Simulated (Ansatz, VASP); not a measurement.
**One calculation of C, two programs**

```
C
1.0
     2.48058    0.00000    0.00000
    -1.24029    2.14824    0.00000
     0.00000    0.00000   10.14614
C
10
Direct
  0.33333 0.66667 0.12481
  0.33333 0.66667 0.52516
  0.66667 0.33333 0.72516
  0.00000 0.00000 0.92499
  0.66667 0.33333 0.32486
  0.33333 0.66667 0.67514
  0.00000 0.00000 0.07501
  0.66667 0.33333 0.87519
  0.33333 0.66667 0.27484
  0.66667 0.33333 0.47484
```

Alike in both runs: task relaxation of cell and atoms; functional PBE; k mesh 6 × 6 × 2; occupations gaussian, width 0.1 eV; no spin polarisation.

|  | VASP | Ansatz |
| --- | --- | --- |
| version | VASP 6.6.1 | Ansatz 0.2.0 |
| potentials or method | VASP PAW PBE potentials, release 64 (C), cutoff 600 eV | scalar-relativistic, plane waves, PAW |
| valence electrons in the cell | 40 | 40 |

Ansatz gave:

| Item | Value |
| --- | --- |
| gap on the k mesh at the Fermi level, each at its own relaxed structure (eV) | 4.37 |
| relaxed volume (Å³/atom) | 5.70 |
| relaxed cell length with the largest relative difference (Å) | 10.366 |

Q: Which values does VASP return?

A: gap on the k mesh at the Fermi level, each at its own relaxed structure (eV): 4.36; relaxed volume (Å³/atom): 5.70; relaxed cell length with the largest relative difference (Å): 10.368.

The k mesh is coarse, so the values compare programs but aren't converged.
